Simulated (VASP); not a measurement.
Input of a VASP 6.6.1 run:

The input INCAR:

```
SYSTEM = Cs
  ALGO = Normal
  EDIFF = 1E-6
  ENCUT = 520
  GGA = PE
  ISIF = 2
  ISMEAR = -1
  LASPH = .True.
  LCHARG = .False.
  LREAL = .False.
  LWAVE = .False.
  NBANDS = 10
  NELM = 60
  PREC = Accurate
  SIGMA = 0.1
```

File KPOINTS:

```
k-points
0
Gamma
  3 3 3
  0 0 0
```

Contents of POSCAR:

```
Cs
1.0
    5.0344776393      0.0000000000      0.0000000000
    0.0000000000      5.0344776393      0.0000000000
    0.0000000000      0.0000000000      5.0344776393
Cs
1
Direct
    0.0000000000      0.0000000000      0.0000000000
```

Potentials or basis: VASP PAW PBE potentials, release 64 (Cs_sv).

The run is started by

```console
$ cat potpaw_PBE.64/Cs_sv/POTCAR > POTCAR
$ mpirun -np 1 vasp_std > vasp.out
```

(1) Estimate the pressure.

(2) Estimate the band gap on the k mesh.

Results:

(1) 0.0 GPa.

(2) zero (an odd number of electrons rules out a gap without spin polarisation).

Caveat: the k points lie up to 0.42 Å⁻¹ apart, too coarse for converged energies and pressures of a metal; spin-orbit coupling is left out, which moves the levels of the heavy elements.
